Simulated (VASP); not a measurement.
Here is a VASP 6.6.1 calculation.

The input INCAR:

```
SYSTEM = SiC
PREC = Accurate ; ENCUT = 600
EDIFF = 1E-7 ; ISMEAR = 0
SIGMA = 0.02 ; LREAL = .FALSE.
LASPH = .TRUE. ; NELM = 80
ALGO = Normal ; ISIF = 3
LWAVE = .FALSE. ; LCHARG = .FALSE.
GGA = PE ; IBRION = 2
NSW = 100 ; EDIFFG = -0.005
```

File KPOINTS:

```
regular mesh
0
G
  12 12 6
  0 0 0
```

The input POSCAR:

```
SiC
1.0
    3.0916404561      0.0000000000      0.0000000000
   -1.5458202281      2.6774391744      0.0000000000
    0.0000000000      0.0000000000      5.0754645532
Si C
2 2
Direct
    0.3333333333      0.6666666667      0.0046060329
    0.6666666667      0.3333333333      0.5046060329
    0.3333333333      0.6666666667      0.3803939671
    0.6666666667      0.3333333333      0.8803939671
```

Potentials or basis: VASP PAW PBE potentials, release 64 (Si, C).

Launch:

```sh
$ cat potpaw_PBE.64/Si/POTCAR potpaw_PBE.64/C/POTCAR > POTCAR
$ mpirun -np 1 vasp_std > vasp.out
```

(1) Estimate the band gap on the k mesh.

(2) Predict the relaxed cell.

(3) Estimate the relaxed volume.

(4) What does it give for the space group after relaxing (to 0.05 Å)?

Results:

(1) 2.30 eV, indirect (least direct gap 3.94 eV).

(2) a = 3.091 Å, b = 3.091 Å, c = 5.073 Å, α = 90.00°, β = 90.00°, γ = 120.00°.

(3) 10.49 Å³/atom.

(4) P6_3mc (No. 186).
